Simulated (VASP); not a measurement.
A run of VASP 6.6.1:

File INCAR:

```
PREC     = Accurate       # precision mode
ENCUT    = 520            # plane-wave cutoff, eV
EDIFF    = 1E-7           # SCF threshold, eV
ISMEAR   = 0              # smearing method
SIGMA    = 0.1            # smearing width, eV
LREAL    = False          # projectors in reciprocal space
LASPH    = True           # aspherical terms in the spheres
NELM     = 60             # most SCF steps
ALGO     = Normal         # electronic algorithm
ISIF     = 2              # what is computed and relaxed
LWAVE    = False          # write WAVECAR
LCHARG   = True           # write CHGCAR
GGA      = PE             # functional
LELF     = True           # ELF
LVHAR    = True         
NBANDS   = 32             # bands
```

The input KPOINTS:

```
Automatic mesh
0
Gamma
  3 3 3
```

The input POSCAR:

```
Bi2B3Br
1.0
    3.3036817200      1.9073815300      3.5418033300
   -3.3036817200      1.9073815300      3.5418033300
    0.0000000000     -3.8147630600      3.5418033300
B Bi Br
3 2 1
Direct
    0.1445593600      0.7879056100      0.1445593600
    0.1445593600      0.1445593600      0.7879056100
    0.7879056100      0.1445593600      0.1445593600
    0.3506147400      0.3506147400      0.3506147400
    0.7794442800      0.7794442800      0.7794442800
    0.0824475200      0.0824475200      0.0824475200
```

Potentials or basis: VASP PAW PBE potentials, release 64 (B, Bi_d, Br).

Command:

```console
$ cat potpaw_PBE.64/B/POTCAR potpaw_PBE.64/Bi_d/POTCAR potpaw_PBE.64/Br/POTCAR > POTCAR
$ mpirun -np 1 vasp_std > vasp.out
```

Hardware: 1 thread of Intel(R) Xeon(R) 6975P-C (Granite Rapids) (shared host).

Problem. How long does it take, and how much memory?

Solution. Run time: 18 s on 1 thread of Intel(R) Xeon(R) 6975P-C (Granite Rapids) (shared host), peak memory 0.24 GiB. Counts: scf iterations 15, k points 6.
